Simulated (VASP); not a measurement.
Here is a VASP 6.6.1 calculation.

File INCAR:

```
  PREC = Accurate
  ENCUT = 520
  EDIFF = 1E-8
  ISMEAR = 0
  SIGMA = 0.01
  LREAL = False
  LASPH = True
  NELM = 60
  ALGO = Normal
  ISIF = 2
  LWAVE = False
  LCHARG = True
  GGA = CA
  IBRION = 8
  NSW = 1
  LEPSILON = True
```

The input KPOINTS:

```
Automatic mesh
0
Gamma
  6 6 6
```

Contents of POSCAR:

```
Al3GaN4
1.0
    4.3701992198      0.0000000000      0.0000000000
    0.0000000000      4.3701992198      0.0000000000
    0.0000000000      0.0000000000      4.3701992198
Al Ga N
3 1 4
Direct
    0.5000000000      0.5000000000      0.0000000000
    0.5000000000      0.0000000000      0.5000000000
    0.0000000000      0.5000000000      0.5000000000
    0.0000000000      0.0000000000      0.0000000000
    0.7448926836      0.7448926836      0.2551073164
    0.7448926836      0.2551073164      0.7448926836
    0.2551073164      0.7448926836      0.7448926836
    0.2551073164      0.2551073164      0.2551073164
```

Potentials or basis: VASP PAW LDA potentials, release 64 (Al, Ga_d, N).

Command:

```bash
$ cat potpaw_LDA.64/Al/POTCAR potpaw_LDA.64/Ga_d/POTCAR potpaw_LDA.64/N/POTCAR > POTCAR
$ mpirun -np 1 vasp_std > vasp.out
```

(1) What does it give for the electronic dielectric tensor (diagonal)?

(2) What does it give for the Born charges (mean of the diagonal)?

(3) Predict the highest phonon frequency at Γ, LO-TO splitting left out.

Answers

(1) 4.79.

(2) Al +2.55; Ga +2.50; N -2.54 e.

(3) 720 cm⁻¹.
